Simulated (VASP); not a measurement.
# Ga4HgO (F-43m) in VASP: further runs

The runs below take Ga4HgO through single point, relaxation of cell and atoms, with PBE.

Program: VASP 6.6.1. These are calculated values, not measurements. Logs are shortened: lines on timing, memory, paths and dates and some standing lists are left out, and cuts for length are marked.

## Step 1: The cell of the first run

The structure is cubic, space group F-43m (No. 216). The conventional cell has a = 7.705 Å, b = 7.705 Å, c = 7.705 Å, α = 90.00°, β = 90.00°, γ = 90.00°. Ga (site symmetry 3m) has 6 Ga at 2.71 to 2.74 Å and 3 O at 3.19 Å and 3 Hg at 3.20 Å within 3.6 Å. Within 4.2 Å of Hg (site symmetry -43m) lie 12 Ga at 3.20 Å and 4 O at 3.34 Å. Within 4.2 Å of O (site symmetry -43m) lie 12 Ga at 3.19 Å and 4 Hg at 3.34 Å.

The cell was generated, and may not be a known phase.

## Step 2: Single point, PBE

INCAR reads:

```
SYSTEM = Ga4HgO
ALGO     = Normal         ! electronic algorithm
EDIFF    = 1E-6           ! SCF threshold, eV
ENCUT    = 520            ! plane-wave cutoff, eV
GGA      = PE             ! functional
ISIF     = 2              ! what is computed and relaxed
ISMEAR   = 0              ! smearing method
LASPH    = .TRUE.         ! aspherical terms in the spheres
LCHARG   = .TRUE.         ! write CHGCAR
LELF     = .TRUE.         ! ELF
LREAL    = .FALSE.        ! projectors in reciprocal space
LVHAR    = .TRUE.       
LWAVE    = .FALSE.        ! write WAVECAR
NBANDS   = 44             ! bands
NELM     = 100            ! most SCF steps
PREC     = Accurate       ! precision mode
SIGMA    = 0.1            ! smearing width, eV
```

KPOINTS reads:

```
k-points
0
G
  8 8 8
  0 0 0
```

POSCAR reads:

```
Ga4HgO
1.0
    0.0000000000      3.8526544824      3.8526544824
    3.8526544824      0.0000000000      3.8526544824
    3.8526544824      3.8526544824      0.0000000000
Ga Hg O
4 1 1
Direct
    0.8769581907      0.3743472698      0.3743472698
    0.3743472698      0.3743472698      0.3743472698
    0.3743472698      0.8769581907      0.3743472698
    0.3743472698      0.3743472698      0.8769581907
    0.7500000000      0.7500000000      0.7500000000
    0.0000000000      0.0000000000      0.0000000000
```

Potentials or basis: VASP PAW PBE potentials, release 64 (Ga_d, Hg, O).

Command:

```
$ cat potpaw_PBE.64/Ga_d/POTCAR potpaw_PBE.64/Hg/POTCAR potpaw_PBE.64/O/POTCAR > POTCAR
$ mpirun -np 1 vasp_std > vasp.out
```

OUTCAR:

```text
SYSTEM = Ga4HgO
   EDIFF = 1E-6
   ENCUT = 520
   GGA = PE
   ISIF = 2
   ISMEAR = 0
   LASPH = .TRUE.
   LREAL = .FALSE.
   NELM = 100
   PREC = Accurate

 ion  position               nearest neighbor table
   1  0.877  0.374  0.374-   2 2.71   3 2.71   4 2.71   3 2.74   4 2.74   2 2.74   5 3.20   5 3.20
                             5 3.20
   2  0.374  0.374  0.374-   1 2.71   3 2.71   4 2.71   1 2.74   3 2.74   4 2.74   5 3.20   5 3.20
                             5 3.20
   3  0.374  0.877  0.374-   1 2.71   2 2.71   4 2.71   1 2.74   4 2.74   2 2.74   5 3.20   5 3.20
                             5 3.20
   4  0.374  0.374  0.877-   1 2.71   2 2.71   3 2.71   3 2.74   1 2.74   2 2.74   5 3.20   5 3.20
                             5 3.20
   5  0.750  0.750  0.750-   1 3.20   3 3.20   4 3.20   2 3.20   2 3.20   2 3.20   1 3.20   4 3.20
                             3 3.20   1 3.20   3 3.20   4 3.20
   6  0.000  0.000  0.000-

  LATTYP: Found a face centered cubic cell.
 ALAT       =     7.7053089648

  Lattice vectors:

 A1 = (   0.0000000000,   3.8526544824,   3.8526544824)
 A2 = (   3.8526544824,   0.0000000000,   3.8526544824)
 A3 = (   3.8526544824,   3.8526544824,   0.0000000000)

Analysis of symmetry for initial positions (statically):
=====================================================================
 Subroutine PRICEL returns:
 Original cell was already a primitive cell.

 Routine SETGRP: Setting up the symmetry group for a
 face centered cubic supercell.

 Subroutine GETGRP returns: Found 24 space group operations
 (whereof 24 operations were pure point group operations)
 out of a pool of 48 trial point group operations.

The static configuration has the point symmetry T_d .

Analysis of symmetry for dynamics (positions and initial velocities):
=====================================================================
 Subroutine PRICEL returns:
 Original cell was already a primitive cell.

 Routine SETGRP: Setting up the symmetry group for a
 face centered cubic supercell.

 Subroutine GETGRP returns: Found 24 space group operations
 (whereof 24 operations were pure point group operations)
 out of a pool of 48 trial point group operations.

The dynamic configuration has the point symmetry T_d .

 Subroutine INISYM returns: Found 24 space group operations
 (whereof 24 operations are pure point group operations),
 and found     1 'primitive' translations

----------------------------------------------------------------------------------------

                                     Primitive cell

  volume of cell :     114.3695

  direct lattice vectors                    reciprocal lattice vectors
     0.000000000  3.852654482  3.852654482    -0.129780649  0.129780649  0.129780649
     3.852654482  0.000000000  3.852654482     0.129780649 -0.129780649  0.129780649
     3.852654482  3.852654482  0.000000000     0.129780649  0.129780649 -0.129780649

  length of vectors
     5.448476220  5.448476220  5.448476220     0.224786678  0.224786678  0.224786678

  position of ions in fractional coordinates (direct lattice)
     0.876958191  0.374347270  0.374347270
     0.374347270  0.374347270  0.374347270
     0.374347270  0.876958191  0.374347270
     0.374347270  0.374347270  0.876958191
     0.750000000  0.750000000  0.750000000
     0.000000000  0.000000000  0.000000000

  ion indices of the primitive-cell ions
   primitive index   ion index
                 1           1
                 2           2
                 3           3
                 4           4
                 5           5
                 6           6

----------------------------------------------------------------------------------------

 KPOINTS: k-points

Automatic generation of k-mesh.
 Grid dimensions read from file:
 generate k-points for:    8    8    8

 Generating k-lattice:

  Cartesian coordinates                     Fractional coordinates (reciprocal lattice)
    -0.016222581  0.016222581  0.016222581     0.125000000  0.000000000  0.000000000
     0.016222581 -0.016222581  0.016222581     0.000000000  0.125000000  0.000000000
     0.016222581  0.016222581 -0.016222581     0.000000000  0.000000000  0.125000000

  Length of vectors
     0.028098335  0.028098335  0.028098335

  Shift w.r.t. Gamma in fractional coordinates (k-lattice)
     0.000000000  0.000000000  0.000000000

 Subroutine IBZKPT returns following result:
 ===========================================

 Found     29 irreducible k-points:

 Following reciprocal coordinates:
            Coordinates               Weight
  0.000000  0.000000  0.000000      1.000000
  0.125000  0.000000  0.000000      8.000000
  0.250000  0.000000  0.000000      8.000000
  0.375000  0.000000  0.000000      8.000000
  0.500000  0.000000  0.000000      4.000000
  0.125000  0.125000  0.000000      6.000000
[... 16 lines left out ...]
  0.500000  0.250000  0.125000     48.000000
 -0.375000  0.250000  0.125000     24.000000
 [... further k-points ...]
   k-points           NKPTS =     29   k-points in BZ     NKDIM =     29   number of bands    NBANDS=     44
   number of dos      NEDOS =    301   number of ions     NIONS =      6
   total plane-waves  NPLWV =  74088
   dimension x,y,z NGX =    42 NGY =   42 NGZ =   42
   dimension x,y,z NGXF=    84 NGYF=   84 NGZF=   84
   ions per type =               4   1   1
   NGX,Y,Z   is equivalent  to a cutoff of  12.82, 12.82, 12.82 a.u.
   NGXF,Y,Z  is equivalent  to a cutoff of  25.63, 25.63, 25.63 a.u.
 SYSTEM =  Ga4HgO
   PREC   = accura    normal or accurate (medium, high low for compatibility)
   ISTART =      0    job   : 0-new  1-cont  2-samecut
   ICHARG =      2    charge: 1-file 2-atom 10-const
   ISPIN  =      1    spin polarized calculation?
   LNONCOLLINEAR =      F non collinear calculations
   LSORBIT =      F    spin-orbit coupling
   LASPH  =      T    aspherical Exc in radial PAW
   ENCUT  =  520.0 eV  38.22 Ry    6.18 a.u.  10.13 10.13 10.13*2*pi/ulx,y,z
   NELM   =    100;   NELMIN=  2; NELMDL= -5     # of ELM steps
   EDIFF  = 0.1E-05   stopping-criterion for ELM
   LREAL  =      F    real-space projection
   EDIFFG = 0.1E-04   stopping-criterion for IOM
   NSW    =      0    number of steps for IOM
   IBRION =     -1    ionic relax: 0-MD 1-quasi-New 2-CG
   NFREE  =      0    steps in history (QN), initial steepest desc. (CG)
   ISIF   =      2    stress and relaxation
   ISYM   =      2    0-nonsym 1-usesym 2-fastsym
   POTIM  = 0.5000    time-step for ionic-motion
   TEBEG  =    0.0;   TEEND  =   0.0 temperature during run
   PSTRESS=    0.0 pullay stress
   NELECT =      70.0000    total number of electrons
   NUPDOWN=      -1.0000    fix difference up-down
   EMIN   =  10.00;   EMAX   =-10.00  energy-range for DOS
   EFERMI =   0.00;   METHOD = LEGACY
   ISMEAR =     0;   SIGMA  =   0.10  broadening in eV -4-tet -1-fermi 0-gaus
   EFERMI_NEDOS =   21; number of points for ismear=-14 and -15
   IALGO  =     38    algorithm
   IMIX   =      4    mixing-type and parameters
     AMIX     =   0.40;   BMIX     =  1.00
     AMIX_MAG =   1.60;   BMIX_MAG =  1.00
  volume/ion in A,a.u.               =      19.06       128.63
  Fermi-wavevector in a.u.,A,eV,Ry     =   1.389966  2.626655 26.286523  1.932005
  Thomas-Fermi vector in A             =   2.513946
   LORBIT       =      0    0 simple, 1 ext, 2 COOP (PROOUT), +10 PAW based schemes
   GGA     = PE    functional components
   LHFCALC =     F    Hartree Fock is set to
   AEXX    =    0.0000 exact exchange contribution
   IVDW    =     0    specifies the selected vdW correction
   LEPSILON=     F    determine dielectric tensor
   LRPA    =     F    only Hartree local field effects (RPA)
 non-spin polarized calculation
 Gauss-broadening in eV      SIGMA  =   0.10
  energy-cutoff  :      520.00
  volume of cell :      114.37
 maximum number of plane-waves:      3119
 NGX is ok and might be reduce to    42
   NGX = 21   NGY = 21   NGZ = 21

 number of electron      69.9999990 magnetization

 Free energy of the ion-electron system (eV)
  ---------------------------------------------------
  ext. energy  EPLUGINS =         0.00000000
  ---------------------------------------------------
  free energy    TOTEN  =       -15.23655186 eV

  energy without entropy =      -15.22216624  energy(sigma->0) =      -15.22935905

 E-fermi :   3.7217     XC(G=0): -10.6105

 val. band max:        3.6902161908   @ k =   0.5000   0.3750   0.0000
 cond. band min:       3.7326860802   @ k =   0.2500   0.1250   0.0000
 fundamental gap:      0.0424698894
 Fermi energy:         3.7216578182

 k-point     1 :       0.0000    0.0000    0.0000
  band No.  band energies     occupation
      1     -11.8097      2.00000
      2     -11.6174      2.00000
      3     -11.4458      2.00000
      4     -11.4458      2.00000
      5     -11.4458      2.00000
      6     -11.4168      2.00000
[... 36 lines left out ...]
     43       9.1547      0.00000
     44      13.1263      0.00000

 k-point     2 :       0.1250    0.0000    0.0000
  band No.  band energies     occupation
      1     -11.8066      2.00000
      2     -11.6028      2.00000
      3     -11.4410      2.00000
      4     -11.4361      2.00000
      5     -11.4361      2.00000
      6     -11.4074      2.00000
[... 36 lines left out ...]
     43       9.3914      0.00000
     44      12.5925      0.00000

 k-point     3 :       0.2500    0.0000    0.0000
  band No.  band energies     occupation
      1     -11.8000      2.00000
      2     -11.5667      2.00000
      3     -11.4243      2.00000
      4     -11.4240      2.00000
      5     -11.4240      2.00000
      6     -11.3666      2.00000
[... 36 lines left out ...]
     43       9.7533      0.00000
     44      11.4023      0.00000

 k-point     4 :       0.3750    0.0000    0.0000
  band No.  band energies     occupation
      1     -11.7944      2.00000
      2     -11.5315      2.00000
      3     -11.4176      2.00000
      4     -11.4176      2.00000
      5     -11.3900      2.00000
      6     -11.2988      2.00000
[... 882 lines left out ...]
     43      10.2914      0.00000
     44      10.7662      0.00000

 k-point    23 :       0.5000    0.2500    0.1250
  band No.  band energies     occupation
      1     -11.7915      2.00000
      2     -11.4912      2.00000
      3     -11.4095      2.00000
      4     -11.3953      2.00000
      5     -11.3708      2.00000
      6     -11.3142      2.00000
[... 36 lines left out ...]
     43      10.2275      0.00000
     44      10.9200      0.00000

 k-point    24 :      -0.3750    0.2500    0.1250
  band No.  band energies     occupation
      1     -11.7901      2.00000
      2     -11.4760      2.00000
      3     -11.4067      2.00000
      4     -11.3711      2.00000
      5     -11.3614      2.00000
      6     -11.2847      2.00000
[... 36 lines left out ...]
     43       9.9531      0.00000
     44      10.7900      0.00000

 [... further k-points ...]
[... 5 lines left out ...]
  --------------------------------------------------------------------------------------
  -------------------------------------------------------------------------------------
  Total        0.0689977      0.0689977      0.0689977      0.0000000      0.0000000      0.0000000
  in kB        0.9665743      0.9665743      0.9665743      0.0000000      0.0000000      0.0000000
  external PRESSURE =       0.9665743 kB  Pullay stress =       0.0000000 kB

 VOLUME and BASIS-vectors are now :
 -----------------------------------------------------------------------------
  energy-cutoff  :      520.00
  volume of cell :      114.37
      direct lattice vectors                 reciprocal lattice vectors
     0.000000000  3.852654482  3.852654482    -0.129780649  0.129780649  0.129780649
     3.852654482  0.000000000  3.852654482     0.129780649 -0.129780649  0.129780649
     3.852654482  3.852654482  0.000000000     0.129780649  0.129780649 -0.129780649

 POSITION                                       TOTAL-FORCE (eV/Angst)
 -----------------------------------------------------------------------------------
      2.88446      4.82085      4.82085        -0.000003      0.000003      0.000003
      2.88446      2.88446      2.88446        -0.000003     -0.000003     -0.000003
      4.82085      2.88446      4.82085         0.000003     -0.000003      0.000003
      4.82085      4.82085      2.88446         0.000003      0.000003     -0.000003
      5.77898      5.77898      5.77898        -0.000000      0.000000     -0.000000
      0.00000      0.00000      0.00000        -0.000000      0.000000     -0.000000
 -----------------------------------------------------------------------------------
    total drift:                               -0.000001     -0.000001     -0.000001

  FREE ENERGIE OF THE ION-ELECTRON SYSTEM (eV)
  ---------------------------------------------------
  free  energy   TOTEN  =       -15.2365518553 eV

  energy  without entropy=      -15.2221662361  energy(sigma->0) =      -15.22935905
```

It took 2.7 min on 1 thread of Intel Xeon 6975P-C (Granite Rapids), shared host; peak memory 0.33 GiB.

What came out:

```
Free energy            : -15.2366 eV
Pressure               : 0.1 GPa
Band gap on the k mesh : zero (bands 35 and 36 overlap by 1.11 eV)
```

Caveat: spin-orbit coupling is left out, which moves the levels of the heavy elements.

(Continued in part 2 of 3.)

The gap in the log of VASP goes by the Fermi energy; the results here count the filled bands.